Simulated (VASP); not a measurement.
Input of a VASP 6.6.1 run:

Contents of POSCAR:

```
Ti3O
1.0
    2.9357969426      0.0000000000      0.0000000000
   -1.4678984713      2.5424747326      0.0000000000
    0.0000000000      0.0000000000     23.6361929063
Ti O
3 1
Direct
    0.3333333333      0.6666666666      0.3596179822
    0.6666666667      0.3333333334      0.4531964183
    0.3333333333      0.6666666666      0.5467425953
    0.3333333333      1.1666666667      0.5785854058
```

INCAR.step1

```
SYSTEM = Ti3O
PREC     = Accurate       ! precision mode
ENCUT    = 520            ! plane-wave cutoff, eV
ISMEAR   = 0              ! smearing method
SIGMA    = 0.1            ! smearing width, eV
LREAL    = .FALSE.        ! projectors in reciprocal space
LASPH    = .TRUE.         ! aspherical terms in the spheres
NELM     = 80             ! most SCF steps
LDIPOL   = .TRUE.       
IDIPOL   = 3            
DIPOL    = 0.5 0.5 0.485
NBANDS   = 29             ! bands
GGA      = PE             ! functional
ALGO     = Normal         ! electronic algorithm
EDIFF    = 1E-4           ! SCF threshold, eV
LWAVE    = .TRUE.         ! write WAVECAR
LCHARG   = .FALSE.        ! write CHGCAR
```

The input INCAR.step2:

```
SYSTEM = Ti3O
PREC     = Accurate       ! precision mode
ENCUT    = 520            ! plane-wave cutoff, eV
EDIFF    = 1E-7           ! SCF threshold, eV
ISMEAR   = 0              ! smearing method
SIGMA    = 0.1            ! smearing width, eV
LREAL    = .FALSE.        ! projectors in reciprocal space
LASPH    = .TRUE.         ! aspherical terms in the spheres
NELM     = 80             ! most SCF steps
ALGO     = Normal         ! electronic algorithm
ISIF     = 2              ! what is computed and relaxed
LWAVE    = .FALSE.        ! write WAVECAR
LCHARG   = .FALSE.        ! write CHGCAR
LDIPOL   = .TRUE.       
IDIPOL   = 3            
DIPOL    = 0.5 0.5 0.485
METAGGA  = R2SCAN         ! meta-GGA
LMIXTAU  = .TRUE.       
NBANDS   = 29             ! bands
ISTART   = 1
```

File KPOINTS:

```
regular mesh
0
G
  12 12 1
  0 0 0
```

Potentials or basis: VASP PAW PBE potentials, release 64 (Ti_sv, O).

The run is started by

```console
$ cat potpaw_PBE.64/Ti_sv/POTCAR potpaw_PBE.64/O/POTCAR > POTCAR
$ cp INCAR.step1 INCAR
$ mpirun -np 1 vasp_std > vasp.out
$ cp INCAR.step2 INCAR
$ mpirun -np 1 vasp_std > vasp.out
```

Task: Estimate the largest force.

Result: 7.763 eV/Å.

Task: What does it give for the band gap on the k mesh?

Result: Zero (bands 21 and 22 overlap by 0.37 eV).

Forces in eV/Å, atoms in the order of the input:
```
Ti   0.018  0.010  0.189
Ti   0.004  0.002 -1.795
Ti   0.232  0.134 -6.152
O   -0.253 -0.146  7.758
```

Caveat: the PAW data sets were made with another functional, which shifts forces and pressure a little.
